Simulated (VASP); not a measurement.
Bi4Se3: single point with PBEsol

Crystal: Bi4Se3.

```
CELL_PARAMETERS angstrom
2.13124 1.23047 13.17752
-2.13124 1.23047 13.17752
0.00000 -2.46094 13.17752
ATOMIC_POSITIONS crystal
Bi 0.14457 0.14457 0.14457
Bi 0.85543 0.85543 0.85543
Bi 0.28714 0.28714 0.28714
Bi 0.71286 0.71286 0.71286
Se 0.41786 0.41786 0.41786
Se 0.58214 0.58214 0.58214
Se 0.00000 0.00000 0.00000
```

```yaml
Program: VASP 6.6.1
Task: single point
Functional: PBEsol
Potentials_or_basis: VASP PAW PBE potentials, release 64 (Bi_d, Se)
Cutoff: 520 eV
k_mesh: 7 × 7 × 7
Occupations: fermi-dirac, width 0.1 eV
Spin: no spin polarisation
Dipole_correction: no
Further_INCAR_settings: ALGO = Normal; EDIFF = 1e-06; NBANDS = 48
```

- Pressure: 0.0 GPa
- Largest force: 0.013 eV/Å
- Band gap on the k mesh: zero (bands 39 and 40 overlap by 0.01 eV)

Forces in eV/Å, atoms in the order of the input:
```
Bi   0.000  0.000 -0.001
Bi   0.000  0.000  0.001
Bi   0.000  0.000  0.008
Bi   0.000  0.000 -0.008
Se   0.000  0.000  0.013
Se   0.000  0.000 -0.013
Se   0.000  0.000  0.000
```

Levels at points of the mesh, in eV from the Fermi level:
```csv
k point,band 37,band 38,band 39,band 40,band 41,band 42
"(0.00, 0.00, 0.00)",-0.90,-0.10,-0.10,0.78,0.78,0.84
```

Wall time 56 min on 1 thread of AMD EPYC 9R45 96-Core Processor (Zen 5) (shared host), peak memory 1.8 GiB.

Caveat: the PAW data sets were made with another functional, which shifts forces and pressure a little; spin-orbit coupling is left out, which moves the levels of the heavy elements.
